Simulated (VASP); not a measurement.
C:

```xyz
2
Lattice="0.0000 1.7714 1.7714 1.7714 0.0000 1.7714 1.7714 1.7714 0.0000" Properties=species:S:1:pos:R:3 pbc="T T T"
C     2.6571    2.6571    2.6571
C     1.7714    1.7714    1.7714
```

Base run:

```yaml
Program: VASP 6.6.1
Functional: r2SCAN
Dispersion: D3(BJ)
Potentials_or_basis: VASP PAW PBE potentials, release 64 (C_h)
Cutoff: 1430 eV
k_mesh: 13 × 13 × 13
Occupations: fermi-dirac, width 0.05 eV
Spin: no spin polarisation
```

Its results: band gap on the k mesh 4.41 eV (least direct gap 5.94 eV); pressure 3.5 GPa.

**Question.** The run is repeated on the same cell with these changes: dispersion from D3(BJ) to rVV10. What comes out?

**Answer.** Band gap on the k mesh 4.38 eV (least direct gap 5.93 eV); pressure 5.2 GPa.

Caveats: the cell stands under pressure; the PAW data sets were made with another functional, which shifts forces and pressure a little; an odd mesh through Γ misses points on the zone boundary, where band edges can lie.
